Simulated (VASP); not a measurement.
A run of VASP 6.6.1 is set up as follows.

File POSCAR:

```
P
1.0
    3.3891995901      0.0000000000      0.0000000000
    0.0000000000     35.9043585632      0.0000000000
    0.0000000000      0.0000000000      4.7752118723
P
4
Direct
    0.0000000000      0.9714033946      0.5970241419
    0.0000000000      0.0285966054      0.4029758581
    0.5000000000      0.0285966054      0.0970241419
    0.5000000000      0.9714033946      0.9029758581
```

File INCAR.step1:

```
SYSTEM = P
PREC = Accurate ; ENCUT = 520
ISMEAR = 0 ; SIGMA = 0.02
LREAL = .False. ; LASPH = .True.
NELM = 80 ; NBANDS = 18
GGA = PE ; ALGO = Normal
EDIFF = 1E-4 ; LWAVE = .True.
LCHARG = .False.
```

The input INCAR.step2:

```
SYSTEM = P
PREC = Accurate ; ENCUT = 520
EDIFF = 1E-6 ; ISMEAR = 0
SIGMA = 0.02 ; LREAL = .False.
LASPH = .True. ; NELM = 80
ALGO = Normal ; ISIF = 2
LWAVE = .False. ; LCHARG = .True.
METAGGA = R2SCAN ; LMIXTAU = .True.
LELF = .True. ; LVHAR = .True.
NBANDS = 18 ; ISTART = 1
```

File KPOINTS:

```
Automatic mesh
0
Gamma
  8 1 6
  0 0 0
```

Potentials or basis: VASP PAW PBE potentials, release 64 (P).

Run with:

```sh
$ cat potpaw_PBE.64/P/POTCAR > POTCAR
$ cp INCAR.step1 INCAR
$ mpirun -np 1 vasp_std > vasp.out
$ cp INCAR.step2 INCAR
$ mpirun -np 1 vasp_std > vasp.out
```

Problem. Predict the band gap on the k mesh.

Solution. 1.41 eV.

Problem. Estimate the largest force.

Solution. 0.084 eV/Å.

Forces in eV/Å, atoms in the order of the input:
```
P    0.000  0.057  0.061
P    0.000 -0.057 -0.061
P    0.000 -0.057  0.061
P    0.000  0.057 -0.061
```

Caveat: the cell differs from its parent crystal (equal strain along all axes, cell held: +3.0 %, then relaxed in part); there is no dipole correction, which matters where the two faces differ; the PAW data sets were made with another functional, which shifts forces and pressure a little.
